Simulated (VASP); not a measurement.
# CoO in VASP: further runs

CoO is run at these levels: PBE, LDA; tasks: single point.

All numbers are computed with VASP 6.6.1; they aren't measurements. Logs are shortened: lines on timing, memory, paths and dates and some standing lists are left out, and cuts for length are marked.

### Step 1. The cell of the first run

It takes space group R-3m (No. 166, trigonal). The conventional cell has a = 2.991 Å, b = 2.991 Å, c = 7.271 Å, α = 90.00°, β = 90.00°, γ = 120.00°. Within 2.8 Å of Co (site symmetry -3m) lie 6 O at 2.11 Å. O (site symmetry -3m) has 6 Co at 2.11 Å within 2.8 Å.

### Step 2. Single point, PBE, collinear spin, ferromagnetic start

INCAR

```
SYSTEM = CoO
PREC     = Accurate       ! precision mode
ENCUT    = 600            ! plane-wave cutoff, eV
EDIFF    = 1E-6           ! SCF threshold, eV
ISMEAR   = -1             ! smearing method
SIGMA    = 0.05           ! smearing width, eV
LREAL    = .FALSE.        ! projectors in reciprocal space
LASPH    = .TRUE.         ! aspherical terms in the spheres
NELM     = 200            ! most SCF steps
ALGO     = Normal         ! electronic algorithm
ISIF     = 2              ! what is computed and relaxed
LWAVE    = .FALSE.        ! write WAVECAR
LCHARG   = .FALSE.        ! write CHGCAR
ISPIN    = 2              ! spin polarisation
MAGMOM   = 2 0            ! initial moments
LORBIT   = 11             ! projections on sites
LMAXMIX  = 4              ! l up to which the mixer works
GGA      = PE             ! functional
NBANDS   = 22             ! bands
GGA_COMPAT= .FALSE.
```

KPOINTS

```
regular mesh
0
G
  11 11 11
  0 0 0
```

POSCAR

```
CoO
1.0
    1.4953654176      0.8633496264      2.4235510644
   -1.4953654176      0.8633496264      2.4235510644
    0.0000000000     -1.7266992528      2.4235510644
Co O
1 1
Direct
    0.0000000000      0.0000000000      0.0000000000
    0.5000000000      0.5000000000      0.5000000000
```

Potentials or basis: VASP PAW PBE potentials, release 64 (Co_sv, O).

On the command line:

```console
$ cat potpaw_PBE.64/Co_sv/POTCAR potpaw_PBE.64/O/POTCAR > POTCAR
$ mpirun -np 1 vasp_std > vasp.out
```

OUTCAR:

```text
SYSTEM = CoO
   PREC = Accurate
   ENCUT = 600
   EDIFF = 1E-6
   ISMEAR = -1
   LREAL = .FALSE.
   LASPH = .TRUE.
   NELM = 200
   ISIF = 2
   ISPIN = 2
   LORBIT = 11
   GGA = PE

 ion  position               nearest neighbor table
   1  0.000  0.000  0.000-   2 2.11   2 2.11   2 2.11   2 2.11   2 2.11   2 2.11
   2  0.500  0.500  0.500-   1 2.11   1 2.11   1 2.11   1 2.11   1 2.11   1 2.11

  LATTYP: Found a trigonal (rhomboedric) cell.
 ALAT       =     2.9757503375
 COS(alpha) =     0.4949531368

  Lattice vectors:

 A1 = (   1.4953654176,   0.8633496264,   2.4235510644)
 A2 = (  -1.4953654176,   0.8633496264,   2.4235510644)
 A3 = (   0.0000000000,  -1.7266992528,   2.4235510644)

Analysis of symmetry for initial positions (statically):
=====================================================================
 Subroutine PRICEL returns:
 Original cell was already a primitive cell.

 Routine SETGRP: Setting up the symmetry group for a
 trigonal (rhombohedral) supercell.

 Subroutine GETGRP returns: Found 12 space group operations
 (whereof 12 operations were pure point group operations)
 out of a pool of 12 trial point group operations.

The static configuration has the point symmetry D_3d.

Analysis of symmetry for dynamics (positions and initial velocities):
=====================================================================
 Subroutine PRICEL returns:
 Original cell was already a primitive cell.

 Routine SETGRP: Setting up the symmetry group for a
 trigonal (rhombohedral) supercell.

 Subroutine GETGRP returns: Found 12 space group operations
 (whereof 12 operations were pure point group operations)
 out of a pool of 12 trial point group operations.

The dynamic configuration has the point symmetry D_3d.

Analysis of structural, dynamic, and magnetic symmetry:
=====================================================================
 Subroutine PRICEL returns:
 Original cell was already a primitive cell.

 Routine SETGRP: Setting up the symmetry group for a
 trigonal (rhombohedral) supercell.

 Subroutine GETGRP returns: Found 12 space group operations
 (whereof 12 operations were pure point group operations)
 out of a pool of 12 trial point group operations.

The overall configuration has the point symmetry D_3d.

 Subroutine INISYM returns: Found 12 space group operations
 (whereof 12 operations are pure point group operations),
 and found     1 'primitive' translations

[... 115 lines left out ...]
  volume/ion in A,a.u.               =       9.39        63.34
  Fermi-wavevector in a.u.,A,eV,Ry     =   1.751748  3.310324 41.751123  3.068621
  Thomas-Fermi vector in A             =   2.822212
   LORBIT       =     11    0 simple, 1 ext, 2 COOP (PROOUT), +10 PAW based schemes
   GGA     = PE    functional components
   LHFCALC =     F    Hartree Fock is set to
   AEXX    =    0.0000 exact exchange contribution
   IVDW    =     0    specifies the selected vdW correction
   LEPSILON=     F    determine dielectric tensor
   LRPA    =     F    only Hartree local field effects (RPA)
 spin polarized calculation
  energy-cutoff  :      600.00
  volume of cell :       18.77
 maximum number of plane-waves:       636
   NGX = 11   NGY = 11   NGZ = 11

 number of electron      23.0000000 magnetization       2.8496256

 Free energy of the ion-electron system (eV)
  ---------------------------------------------------
  ext. energy  EPLUGINS =         0.00000000
  ---------------------------------------------------
  free energy    TOTEN  =       -13.13694258 eV

  energy without entropy =      -13.10350144  energy(sigma->0) =      -13.12022201

 E-fermi :   9.3657     XC(G=0): -12.8653

 val. band max:        9.3534382864   @ k =   0.4545   0.2727   0.1818
 cond. band min:       9.3687802117   @ k =  -0.1818   0.2727   0.0909
 fundamental gap:      0.0153419253
 Fermi energy:         9.3657466130

 spin component 1

 k-point     1 :       0.0000    0.0000    0.0000
  band No.  band energies     occupation
      1     -87.5024      1.00000
      2     -50.7533      1.00000
      3     -50.7533      1.00000
      4     -50.7375      1.00000
      5     -11.1488      1.00000
      6       6.0535      1.00000
[... 589 lines left out ...]
     21      37.3902      0.00000
     22      39.1710      0.00000

 [... further k-points ...]

 spin component 2

 k-point     1 :       0.0000    0.0000    0.0000
  band No.  band energies     occupation
      1     -84.5005      1.00000
      2     -47.8198      1.00000
      3     -47.8198      1.00000
      4     -47.8149      1.00000
      5     -10.6760      1.00000
      6       6.5765      1.00000
[... 589 lines left out ...]
     21      37.9761      0.00000
     22      39.7534      0.00000

 [... further k-points ...]

------------------------ aborting loop because EDIFF is reached ----------------------------------------

  FORCE on cell =-STRESS in cart. coord.  units (eV):
  Direction    XX          YY          ZZ          XY          YZ          ZX
  --------------------------------------------------------------------------------------
  -------------------------------------------------------------------------------------
  Total        0.1350104      0.1350104      0.0707526      0.0000000     -0.0000000      0.0000000
  in kB       11.5223320     11.5223320      6.0383155      0.0000000     -0.0000000      0.0000000
  external PRESSURE =       9.6943265 kB  Pullay stress =       0.0000000 kB

 VOLUME and BASIS-vectors are now :
 -----------------------------------------------------------------------------
  energy-cutoff  :      600.00
  volume of cell :       18.77
      direct lattice vectors                 reciprocal lattice vectors
     1.495365418  0.863349626  2.423551064     0.334366433  0.193046550  0.137539224
    -1.495365418  0.863349626  2.423551064    -0.334366433  0.193046550  0.137539224
     0.000000000 -1.726699253  2.423551064     0.000000000 -0.386093100  0.137539224

 POSITION                                       TOTAL-FORCE (eV/Angst)
 -----------------------------------------------------------------------------------
      0.00000      0.00000      0.00000        -0.000000     -0.000000     -0.000000
      0.00000      0.00000      3.63533         0.000000      0.000000      0.000000
 -----------------------------------------------------------------------------------
    total drift:                               -0.000000     -0.000000     -0.000000

  FREE ENERGIE OF THE ION-ELECTRON SYSTEM (eV)
  ---------------------------------------------------
  free  energy   TOTEN  =       -13.1369425813 eV

  energy  without entropy=      -13.1035014437  energy(sigma->0) =      -13.12022201

 total charge

# of ion       s       p       d       tot
------------------------------------------
    1        2.145   6.066   6.679  14.889
    2        1.553   3.441   0.000   4.993
--------------------------------------------------
tot          3.697   9.507   6.679  19.883

 magnetization (x)

# of ion       s       p       d       tot
------------------------------------------
    1        0.014   0.011   2.444   2.469
    2        0.029   0.250   0.000   0.279
--------------------------------------------------
tot          0.043   0.260   2.444   2.748
```

It took 87 s on 1 thread of Intel Xeon Platinum 8488C (Sapphire Rapids), shared host; peak memory 0.23 GiB.

What came out:

```yaml
Free_energy: -13.1369 eV
Pressure: 1.0 GPa
Net_moment: 2.85 μB per cell
Site_moments: Co +2.47; O +0.28 μB
Valence_electrons_inside_the_program's_atomic_spheres: Co 14.89; O 4.99
```

Stress tensor (GPa, compression positive):
```
1.15 0.00 0.00
0.00 1.15 0.00
0.00 0.00 0.60
```

Levels at points of the mesh, in eV from the Fermi level:
Spin up:
| k point | band 10 | band 11 | band 12 | band 13 | band 14 | band 15 | band 16 | band 17 |
| --- | --- | --- | --- | --- | --- | --- | --- | --- |
| (0.00, 0.00, 0.00) | -3.26 | -3.11 | -3.11 | -3.06 | 1.08 | 16.85 | 18.18 | 18.18 |
Spin down:
```
           k point  band 8  band 9  band 10  band 11  band 12  band 13
(0.00, 0.00, 0.00)   -2.74   -1.18    -1.18    -1.15     0.04     0.04
```

Caveat: a cell with one magnetic atom can't hold antiferromagnetic order, which such compounds often take; semilocal functionals often make such compounds metallic where correlation or magnetic order opens a gap, which also shifts bond lengths. With open d or f shells a metallic result of PBE can be an artefact of self-interaction; +U or a hybrid may open a gap.

### Step 3. Single point, PBE, collinear spin, ferromagnetic start (atoms moved at random)

INCAR

```
  ALGO = Normal
  EDIFF = 1E-7
  ENCUT = 520
  GGA = PE
  ISIF = 2
  ISMEAR = -1
  ISPIN = 2
  LASPH = True
  LCHARG = False
  LMAXMIX = 4
  LORBIT = 11
  LREAL = False
  LWAVE = False
  MAGMOM = 2 0
  NBANDS = 18
  NELM = 150
  PREC = Accurate
  SIGMA = 0.05
```

KPOINTS

```
k-points
0
Gamma
  11 11 11
```

POSCAR

```
CoO
1.0
    1.5054695445      0.8691832468      2.4399269062
   -1.5054695445      0.8691832468      2.4399269062
    0.0000000000     -1.7383664936      2.4399269062
Co O
1 1
Direct
   -0.0031710000      0.0001870000      0.0063720000
    0.4702160000      0.5156830000      0.5098730000
```

Potentials or basis: VASP PAW PBE potentials, release 64 (Co, O).

On the command line:

```console
$ cat potpaw_PBE.64/Co/POTCAR potpaw_PBE.64/O/POTCAR > POTCAR
$ mpirun -np 1 vasp_std > vasp.out
```

Wall time 3 min (1 thread of Intel Xeon 6975P-C (Granite Rapids), shared host); peak memory 0.44 GiB.

The run converged. Its results:

```
Free energy                                           : -13.0610 eV
Pressure                                              : -0.2 GPa
Largest force                                         : 0.098 eV/Å
Net moment                                            : 2.88 μB per cell
Site moments                                          : Co +2.54; O +0.29 μB
Valence electrons inside the program's atomic spheres : Co 7.81; O 4.98
```

Forces on the atoms (eV/Å):
```
Co  -0.093 -0.019 -0.024
O    0.093  0.019  0.024
```

Stress tensor (GPa, compression positive):
```
-0.13 -0.19  0.01
-0.19 -0.17 -0.32
 0.01 -0.32 -0.38
```

Levels at points of the mesh, in eV from the Fermi level:
Spin up:
| k point | band 7 | band 8 | band 9 | band 10 | band 11 | band 12 |
| --- | --- | --- | --- | --- | --- | --- |
| (0.00, 0.00, 0.00) | -2.84 | -2.80 | -2.78 | 1.04 | 16.85 | 18.13 |
Spin down:
| k point | band 4 | band 5 | band 6 | band 7 | band 8 | band 9 |
| --- | --- | --- | --- | --- | --- | --- |
| (0.00, 0.00, 0.00) | -2.63 | -1.11 | -1.07 | -1.03 | 0.08 | 0.12 |

Caveat: the cell differs from its parent crystal (atoms moved at random); a cell with one magnetic atom can't hold antiferromagnetic order, which such compounds often take; semilocal functionals often make such compounds metallic where correlation or magnetic order opens a gap, which also shifts bond lengths.

(Part 1 of 2 ends here.)
